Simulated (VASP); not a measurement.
Si: single point with PBE

The system is Si.

```
CELL_PARAMETERS angstrom
3.95675 0.00000 0.00000
-1.97837 3.42664 0.00000
0.00000 0.00000 6.02929
ATOMIC_POSITIONS crystal
Si 0.33333 0.66667 0.07236
Si 0.66667 0.33333 0.57236
Si 0.33333 0.66667 0.42764
Si 0.66667 0.33333 0.92764
```

This isn't the form of Si at room conditions, which is diamond.

This cell differs from its parent crystal: atoms shifted along a free coordinate, c/a of the conventional cell at fixed volume 1.5238.

```yaml
Program: VASP 6.6.1
Task: single point
Functional: PBE
Potentials_or_basis: VASP PAW PBE potentials, release 64 (Si)
Cutoff: 520 eV
k_mesh: 12 × 12 × 6
Occupations: gaussian, width 0.05 eV
Spin: no spin polarisation
```

```json
{
  "Pressure": "3.1 GPa",
  "Largest force": "3.319 eV/Å",
  "Band gap on the k mesh": "zero (bands 8 and 9 overlap by 0.11 eV)"
}
```

Forces on the atoms (eV/Å):
```
Si   0.000  0.000 -3.319
Si   0.000  0.000 -3.319
Si   0.000  0.000  3.319
Si   0.000  0.000  3.319
```

Stress tensor (GPa, compression positive):
```
-7.38  0.00  0.00
 0.00 -7.38  0.00
 0.00  0.00 24.16
```

Levels at points of the mesh, in eV from the Fermi level:
```
           k point  band 4  band 5  band 6  band 7  band 8  band 9  band 10  band 11  band 12  band 13
(0.00, 0.00, 0.00)   -2.13   -2.13   -1.16    0.09    0.09    0.09     1.09     1.09     2.69     3.85
(0.50, 0.00, 0.00)   -5.61   -5.23   -3.64   -3.51   -1.22   -0.02     1.98     2.33     2.41     5.76
(0.00, 0.00, 0.50)   -4.51   -1.37   -1.37   -1.37   -1.37    1.16     1.16     2.52     2.52     2.52
(0.50, 0.00, 0.50)   -7.31   -2.70   -2.70   -2.67   -2.67    0.59     0.59     1.94     1.94     5.08
```

It took 2.3 min on 1 thread of Intel Xeon 8259CL (shared host), peak memory 0.23 GiB.

Caveat: the stress differs along the axes, from -7 to 24 GPa; semilocal functionals underestimate gaps, and a narrow one can read as zero; forces of over 1 eV/Å act on the atoms, so gaps and moduli don't describe the material at rest.
